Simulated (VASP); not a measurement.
# Os (Fm-3m) in VASP: notebook

Os is run at these levels: PBE; tasks: single point.

Program: VASP 6.6.1. These are calculated values, not measurements. Logs are shortened: lines on timing, memory, paths and dates and some standing lists are left out, and cuts for length are marked.

### 1 The cell of the first run

It takes space group Fm-3m (No. 225, cubic). Conventional cell: a = 3.853 Å, b = 3.853 Å, c = 3.853 Å, α = 90.00°, β = 90.00°, γ = 90.00°. Os (site symmetry m-3m) has 12 Os at 2.72 Å within 3.6 Å.

### 2 Single point, PBE

The input, INCAR:

```
SYSTEM = Os
ALGO     = Normal         ! electronic algorithm
EDIFF    = 1E-6           ! SCF threshold, eV
ENCUT    = 520            ! plane-wave cutoff, eV
GGA      = PE             ! functional
ISIF     = 2              ! what is computed and relaxed
ISMEAR   = -1             ! smearing method
LASPH    = .True.         ! aspherical terms in the spheres
LCHARG   = .False.        ! write CHGCAR
LREAL    = .False.        ! projectors in reciprocal space
LWAVE    = .False.        ! write WAVECAR
NBANDS   = 10             ! bands
NELM     = 80             ! most SCF steps
PREC     = Accurate       ! precision mode
SIGMA    = 0.15           ! smearing width, eV
```

The input, KPOINTS:

```
k-points
0
Gamma
  4 4 4
  0 0 0
```

The input, POSCAR:

```
Os
1.0
    0.0000000000      1.9265000000      1.9265000000
    1.9265000000      0.0000000000      1.9265000000
    1.9265000000      1.9265000000      0.0000000000
Os
1
Direct
    0.0000000000      0.0000000000      0.0000000000
```

Potentials or basis: VASP PAW PBE potentials, release 64 (Os).

Command:

```bash
$ cat potpaw_PBE.64/Os/POTCAR > POTCAR
$ mpirun -np 1 vasp_std > vasp.out
```

OUTCAR:

```text
SYSTEM = Os
   EDIFF = 1E-6
   ENCUT = 520
   GGA = PE
   ISIF = 2
   ISMEAR = -1
   LASPH = .True.
   LREAL = .False.
   NELM = 80
   PREC = Accurate

 ion  position               nearest neighbor table
   1  0.000  0.000  0.000-

  LATTYP: Found a face centered cubic cell.
 ALAT       =     3.8530000000

  Lattice vectors:

 A1 = (   0.0000000000,   1.9265000000,   1.9265000000)
 A2 = (   1.9265000000,   0.0000000000,   1.9265000000)
 A3 = (   1.9265000000,   1.9265000000,   0.0000000000)

Analysis of symmetry for initial positions (statically):
=====================================================================
 Subroutine PRICEL returns:
 Original cell was already a primitive cell.

 Routine SETGRP: Setting up the symmetry group for a
 face centered cubic supercell.

 Subroutine GETGRP returns: Found 48 space group operations
 (whereof 48 operations were pure point group operations)
 out of a pool of 48 trial point group operations.

The static configuration has the point symmetry O_h .

Analysis of symmetry for dynamics (positions and initial velocities):
=====================================================================
 Subroutine PRICEL returns:
 Original cell was already a primitive cell.

 Routine SETGRP: Setting up the symmetry group for a
 face centered cubic supercell.

 Subroutine GETGRP returns: Found 48 space group operations
 (whereof 48 operations were pure point group operations)
 out of a pool of 48 trial point group operations.

The dynamic configuration has the point symmetry O_h .

 Subroutine INISYM returns: Found 48 space group operations
 (whereof 48 operations are pure point group operations),
 and found     1 'primitive' translations

----------------------------------------------------------------------------------------

                                     Primitive cell

  volume of cell :      14.3000

  direct lattice vectors                    reciprocal lattice vectors
     0.000000000  1.926500000  1.926500000    -0.259538022  0.259538022  0.259538022
     1.926500000  0.000000000  1.926500000     0.259538022 -0.259538022  0.259538022
     1.926500000  1.926500000  0.000000000     0.259538022  0.259538022 -0.259538022

  length of vectors
     2.724482428  2.724482428  2.724482428     0.449533041  0.449533041  0.449533041

  position of ions in fractional coordinates (direct lattice)
     0.000000000  0.000000000  0.000000000

  ion indices of the primitive-cell ions
   primitive index   ion index
                 1           1

----------------------------------------------------------------------------------------

 KPOINTS: k-points

Automatic generation of k-mesh.
 Grid dimensions read from file:
 generate k-points for:    4    4    4

 Generating k-lattice:

  Cartesian coordinates                     Fractional coordinates (reciprocal lattice)
    -0.064884506  0.064884506  0.064884506     0.250000000  0.000000000  0.000000000
     0.064884506 -0.064884506  0.064884506     0.000000000  0.250000000  0.000000000
     0.064884506  0.064884506 -0.064884506     0.000000000  0.000000000  0.250000000

  Length of vectors
     0.112383260  0.112383260  0.112383260

  Shift w.r.t. Gamma in fractional coordinates (k-lattice)
     0.000000000  0.000000000  0.000000000

 Subroutine IBZKPT returns following result:
 ===========================================

 Found      8 irreducible k-points:

 Following reciprocal coordinates:
            Coordinates               Weight
  0.000000  0.000000  0.000000      1.000000
  0.250000  0.000000  0.000000      8.000000
  0.500000  0.000000  0.000000      4.000000
  0.250000  0.250000  0.000000      6.000000
  0.500000  0.250000  0.000000     24.000000
 -0.250000  0.250000  0.000000     12.000000
  0.500000  0.500000  0.000000      3.000000
 -0.250000  0.500000  0.250000      6.000000
   k-points           NKPTS =      8   k-points in BZ     NKDIM =      8   number of bands    NBANDS=     10
   number of dos      NEDOS =    301   number of ions     NIONS =      1
   total plane-waves  NPLWV =   8000
   dimension x,y,z NGX =    20 NGY =   20 NGZ =   20
   dimension x,y,z NGXF=    40 NGYF=   40 NGZF=   40
   ions per type =               1
   NGX,Y,Z   is equivalent  to a cutoff of  12.20, 12.20, 12.20 a.u.
   NGXF,Y,Z  is equivalent  to a cutoff of  24.41, 24.41, 24.41 a.u.
 SYSTEM =  Os
   PREC   = accura    normal or accurate (medium, high low for compatibility)
   ISTART =      0    job   : 0-new  1-cont  2-samecut
   ICHARG =      2    charge: 1-file 2-atom 10-const
   ISPIN  =      1    spin polarized calculation?
   LNONCOLLINEAR =      F non collinear calculations
   LSORBIT =      F    spin-orbit coupling
   LASPH  =      T    aspherical Exc in radial PAW
   ENCUT  =  520.0 eV  38.22 Ry    6.18 a.u.   5.07  5.07  5.07*2*pi/ulx,y,z
   NELM   =     80;   NELMIN=  2; NELMDL= -5     # of ELM steps
   EDIFF  = 0.1E-05   stopping-criterion for ELM
   LREAL  =      F    real-space projection
   EDIFFG = 0.1E-04   stopping-criterion for IOM
   NSW    =      0    number of steps for IOM
   IBRION =     -1    ionic relax: 0-MD 1-quasi-New 2-CG
   NFREE  =      0    steps in history (QN), initial steepest desc. (CG)
   ISIF   =      2    stress and relaxation
   ISYM   =      2    0-nonsym 1-usesym 2-fastsym
   POTIM  = 0.5000    time-step for ionic-motion
   TEBEG  =    0.0;   TEEND  =   0.0 temperature during run
   PSTRESS=    0.0 pullay stress
   NELECT =       8.0000    total number of electrons
   NUPDOWN=      -1.0000    fix difference up-down
   EMIN   =  10.00;   EMAX   =-10.00  energy-range for DOS
   EFERMI =   0.00;   METHOD = LEGACY
   ISMEAR =    -1;   SIGMA  =   0.15  broadening in eV -4-tet -1-fermi 0-gaus
   EFERMI_NEDOS =   21; number of points for ismear=-14 and -15
   IALGO  =     38    algorithm
   IMIX   =      4    mixing-type and parameters
     AMIX     =   0.40;   BMIX     =  1.00
     AMIX_MAG =   1.60;   BMIX_MAG =  1.00
  volume/ion in A,a.u.               =      14.30        96.50
  Fermi-wavevector in a.u.,A,eV,Ry     =   1.348940  2.549126 24.757676  1.819638
  Thomas-Fermi vector in A             =   2.476567
   LORBIT       =      0    0 simple, 1 ext, 2 COOP (PROOUT), +10 PAW based schemes
   GGA     = PE    functional components
   LHFCALC =     F    Hartree Fock is set to
   AEXX    =    0.0000 exact exchange contribution
   IVDW    =     0    specifies the selected vdW correction
   LEPSILON=     F    determine dielectric tensor
   LRPA    =     F    only Hartree local field effects (RPA)
 non-spin polarized calculation
  energy-cutoff  :      520.00
  volume of cell :       14.30
 maximum number of plane-waves:       396
   NGX = 11   NGY = 11   NGZ = 11

 number of electron       8.0000000 magnetization

 Free energy of the ion-electron system (eV)
  ---------------------------------------------------
  ext. energy  EPLUGINS =         0.00000000
  ---------------------------------------------------
  free energy    TOTEN  =       -11.16254198 eV

  energy without entropy =      -11.07539276  energy(sigma->0) =      -11.11896737

 E-fermi :   8.7493     XC(G=0): -13.9172

 val. band max:        8.3178918119   @ k =   0.2500   0.2500   0.0000
 cond. band min:       8.7999850004   @ k =   0.5000   0.0000   0.0000
 fundamental gap:      0.4820931884
 Fermi energy:         8.7493008396

 k-point     1 :       0.0000    0.0000    0.0000
  band No.  band energies     occupation
      1      -1.6139      2.00000
      2       6.1496      2.00000
      3       6.1496      2.00000
      4       6.1496      2.00000
      5       9.1041      0.17173
      6       9.1041      0.17173
      7      23.2865      0.00000
      8      28.9592      0.00000
      9      28.9592      0.00000
     10      28.9592      0.00000

 k-point     2 :       0.2500    0.0000    0.0000
  band No.  band energies     occupation
      1       0.6553      2.00000
      2       5.4820      2.00000
      3       6.6105      2.00000
      4       6.6105      2.00000
      5       9.2774      0.05745
      6       9.2774      0.05745
      7      23.1058      0.00000
      8      26.4510      0.00000
      9      33.3158      0.00000
     10      33.3266      0.00000

 k-point     3 :       0.5000    0.0000    0.0000
  band No.  band energies     occupation
      1       1.5299      2.00000
      2       5.9908      2.00000
      3       5.9908      2.00000
      4       8.8000      0.83264
      5      11.4507      0.00000
      6      11.4507      0.00000
      7      17.7981      0.00000
      8      22.8035      0.00000
      9      29.1946      0.00000
     10      29.1946      0.00000

 k-point     4 :       0.2500    0.2500    0.0000
  band No.  band energies     occupation
      1       1.4265      2.00000
      2       3.9610      2.00000
      3       6.9167      1.99999
      4       8.3179      1.89330
      5       8.3179      1.89330
      6      10.1613      0.00016
      7      27.3920      0.00000
      8      27.9285      0.00000
      9      27.9285      0.00000
     10      29.1585      0.00000

 k-point     5 :       0.5000    0.2500    0.0000
  band No.  band energies     occupation
      1       2.7841      2.00000
      2       4.1851      2.00000
      3       6.2193      2.00000
      4       8.1868      1.95405
      5      11.6427      0.00000
      6      14.1808      0.00000
      7      18.2050      0.00000
      8      25.2018      0.00000
      9      26.1842      0.00000
     10      29.5436      0.00000

 k-point     6 :      -0.2500    0.2500    0.0000
  band No.  band energies     occupation
      1       3.3405      2.00000
      2       4.8991      2.00000
      3       5.2434      2.00000
      4       7.6580      1.99862
      5       8.9032      0.52773
      6      13.3828      0.00000
      7      21.5619      0.00000
      8      24.7661      0.00000
      9      27.1964      0.00000
     10      32.0657      0.00000

 k-point     7 :       0.5000    0.5000    0.0000
  band No.  band energies     occupation
      1       1.6478      2.00000
      2       2.3684      2.00000
      3      11.3367      0.00000
      4      11.4046      0.00000
      5      12.1216      0.00000
      6      12.1216      0.00000
      7      21.0004      0.00000
      8      21.1609      0.00000
      9      21.1609      0.00000
     10      31.1879      0.00000

 k-point     8 :      -0.2500    0.5000    0.2500
  band No.  band energies     occupation
      1       3.4062      2.00000
      2       4.9953      2.00000
      3       4.9953      2.00000
      4       8.2872      1.91216
      5      12.1287      0.00000
      6      18.3788      0.00000
      7      19.0727      0.00000
      8      19.0727      0.00000
      9      23.6105      0.00000
     10      35.4237      0.00000

------------------------ aborting loop because EDIFF is reached ----------------------------------------

  FORCE on cell =-STRESS in cart. coord.  units (eV):
  Direction    XX          YY          ZZ          XY          YZ          ZX
  --------------------------------------------------------------------------------------
  -------------------------------------------------------------------------------------
  Total        0.0733481      0.0733481      0.0733481      0.0000000      0.0000000     -0.0000000
  in kB        8.2179304      8.2179304      8.2179304      0.0000000      0.0000000     -0.0000000
  external PRESSURE =       8.2179304 kB  Pullay stress =       0.0000000 kB

 VOLUME and BASIS-vectors are now :
 -----------------------------------------------------------------------------
  energy-cutoff  :      520.00
  volume of cell :       14.30
      direct lattice vectors                 reciprocal lattice vectors
     0.000000000  1.926500000  1.926500000    -0.259538022  0.259538022  0.259538022
     1.926500000  0.000000000  1.926500000     0.259538022 -0.259538022  0.259538022
     1.926500000  1.926500000  0.000000000     0.259538022  0.259538022 -0.259538022

 POSITION                                       TOTAL-FORCE (eV/Angst)
 -----------------------------------------------------------------------------------
      0.00000      0.00000      0.00000        -0.000000     -0.000000     -0.000000
 -----------------------------------------------------------------------------------
    total drift:                                0.000000     -0.000000     -0.000000

  FREE ENERGIE OF THE ION-ELECTRON SYSTEM (eV)
  ---------------------------------------------------
  free  energy   TOTEN  =       -11.1625419812 eV

  energy  without entropy=      -11.0753927608  energy(sigma->0) =      -11.11896737
```

Run time: 4.1 s. Hardware: 1 thread of Intel Xeon 6975P-C, shared host; peak memory 0.12 GiB.

Results:

* Free energy: -11.1625 eV
* Pressure: 0.8 GPa
* Band gap on the k mesh: zero (band 4 reaches 11.40 eV, above the bottom of band 5 at 8.32 eV)

Levels at points of the mesh, in eV from the Fermi level:
```csv
k point,band 1,band 2,band 3,band 4,band 5,band 6,band 7,band 8
"(0.00, 0.00, 0.00)",-10.36,-2.60,-2.60,-2.60,0.35,0.35,14.54,20.21
"(0.50, 0.00, 0.00)",-7.22,-2.76,-2.76,0.05,2.70,2.70,9.05,14.05
"(0.50, 0.50, 0.00)",-7.10,-6.38,2.59,2.66,3.37,3.37,12.25,12.41
```

Caveat: the k points lie up to 0.71 Å⁻¹ apart; spin-orbit coupling is left out, which moves the levels of the heavy elements.

### 3 Single point, PBE, non-collinear spin, zero start, spin-orbit coupling

The input, INCAR:

```
SYSTEM = Os
  PREC = Accurate
  ENCUT = 520
  EDIFF = 1E-6
  ISMEAR = -1
  SIGMA = 0.15
  LREAL = .False.
  LASPH = .True.
  NELM = 150
  ALGO = Normal
  ISIF = 2
  LWAVE = .False.
  LCHARG = .False.
  MAGMOM = 0 0 0
  LORBIT = 11
  LSORBIT = .True.
  GGA_COMPAT = .False.
  LORBMOM = .True.
  LMAXMIX = 4
  GGA = PE
  NBANDS = 19
```

The input, KPOINTS:

```
regular mesh
0
Gamma
  4 4 4
  0 0 0
```

POSCAR is that of step 2.

Potentials or basis: VASP PAW PBE potentials, release 64 (Os).

Command:

```bash
$ cat potpaw_PBE.64/Os/POTCAR > POTCAR
$ mpirun -np 1 vasp_ncl > vasp.out
```

Wall time 14 s (1 thread of Intel Xeon 6975P-C, shared host); peak memory 0.16 GiB.

The run converged. Its results:

* Free energy: -11.4932 eV
* Pressure: 1.9 GPa
* Net moment: 0.00 μB per cell
* Valence electrons inside the program's atomic spheres: Os 7.39

Moments on the atoms (μB; x, y, z):
```
Os  0.00 0.00 0.00
```

Caveat: the k points lie up to 0.71 Å⁻¹ apart.

### 4 Single point, PBE, non-collinear spin, zero start, spin-orbit coupling

The input, INCAR:

```
PREC = Accurate
ENCUT = 520
EDIFF = 1E-7
ISMEAR = -1
SIGMA = 0.15
LREAL = False
LASPH = True
NELM = 150
ALGO = Normal
ISIF = 2
LWAVE = False
LCHARG = False
MAGMOM = 0 0 0
LORBIT = 11
LSORBIT = True
GGA_COMPAT = False
LORBMOM = True
LMAXMIX = 4
GGA = PE
NBANDS = 19
```

The input, KPOINTS:

```
Automatic mesh
0
Gamma
  4 4 4
```

POSCAR is that of step 3.

Command:

```bash
$ cat potpaw_PBE.64/Os/POTCAR > POTCAR
$ mpirun -np 1 vasp_ncl > vasp.out
```

Run time: 14 s. Hardware: 1 thread of Intel Xeon 6975P-C, shared host; peak memory 0.16 GiB.

Results (log left out):

- Free energy: -11.4932 eV
- Pressure: 1.9 GPa
- Net moment: 0.00 μB per cell
- Valence electrons inside the program's atomic spheres: Os 7.39

Moments on the atoms (μB; x, y, z):
```
Os  0.00 0.00 0.00
```

Caveat: the k points lie up to 0.71 Å⁻¹ apart.
